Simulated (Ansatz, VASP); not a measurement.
## KI: VASP beside Ansatz

```
CELL_PARAMETERS angstrom
0.00000 3.41148 3.42853
3.41148 0.00000 3.42853
3.41148 3.41148 0.00000
ATOMIC_POSITIONS crystal
K 0.00000 0.00000 0.00000
I 0.50000 0.50000 0.50000
```

Change from the starting cell: z stretched by +0.5 %, x and y held.

Alike in both runs: task single point; functional LDA; k mesh 6 × 6 × 6; no spin polarisation.

```csv
,VASP,Ansatz
version,VASP 6.6.1,Ansatz 0.2.0
potentials or method,"VASP PAW LDA potentials, release 64 (K_sv, I), cutoff 520 eV","all-electron LAPW, scalar-relativistic"
occupations,"gaussian, width 0.01 eV",fixed
```

|  | VASP | Ansatz | Ansatz less VASP |
| --- | --- | --- | --- |
| gap on the k mesh at the Fermi level (eV) | 3.86 | 3.85 | -0.011 |
| pressure (GPa) | -0.1 | -0.1 | -0.05 |
| traceless stress, the component that is largest in VASP (GPa) | -0.12 | -0.12 | +0.002 |

LDA's correlation is that of Perdew and Zunger in VASP and of Perdew and Wang (1992) in Ansatz. Ansatz ran all-electron here, and VASP with PAW potentials.

Spin-orbit coupling is off throughout.
